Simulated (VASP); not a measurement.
Input of a VASP 6.6.1 run:

Contents of INCAR:

```
SYSTEM = MgSi2N2
PREC     = Accurate       ! precision mode
ENCUT    = 520            ! plane-wave cutoff, eV
EDIFF    = 1E-6           ! SCF threshold, eV
ISMEAR   = 0              ! smearing method
SIGMA    = 0.1            ! smearing width, eV
LREAL    = .FALSE.        ! projectors in reciprocal space
LASPH    = .TRUE.         ! aspherical terms in the spheres
NELM     = 80             ! most SCF steps
ALGO     = Normal         ! electronic algorithm
ISIF     = 2              ! what is computed and relaxed
LWAVE    = .FALSE.        ! write WAVECAR
LCHARG   = .FALSE.        ! write CHGCAR
GGA      = PE             ! functional
NBANDS   = 18             ! bands
```

KPOINTS

```
Automatic mesh
0
G
  14 14 14
  0 0 0
```

Contents of POSCAR:

```
MgSi2N2
1.0
   -1.9205705324      1.9205705324      4.4830936550
    1.9205705324     -1.9205705324      4.4830936550
    1.9205705324      1.9205705324     -4.4830936550
Mg Si N
1 2 2
Direct
    0.0000000000      0.0000000000      0.0000000000
    0.7500000000      0.2500000000      0.5000000000
    0.2500000000      0.7500000000      0.5000000000
    0.2448697201      0.2448697201      0.0000000000
    0.7551302799      0.7551302799      0.0000000000
```

Potentials or basis: VASP PAW PBE potentials, release 64 (Mg, Si, N).

Command:

```console
$ cat potpaw_PBE.64/Mg/POTCAR potpaw_PBE.64/Si/POTCAR potpaw_PBE.64/N/POTCAR > POTCAR
$ mpirun -np 1 vasp_std > vasp.out
```

(1) Estimate the largest force.

(2) What does it give for the band gap on the k mesh?

## Answers

(1) 0.010 eV/Å.

(2) zero (bands 10 and 11 overlap by 1.45 eV).
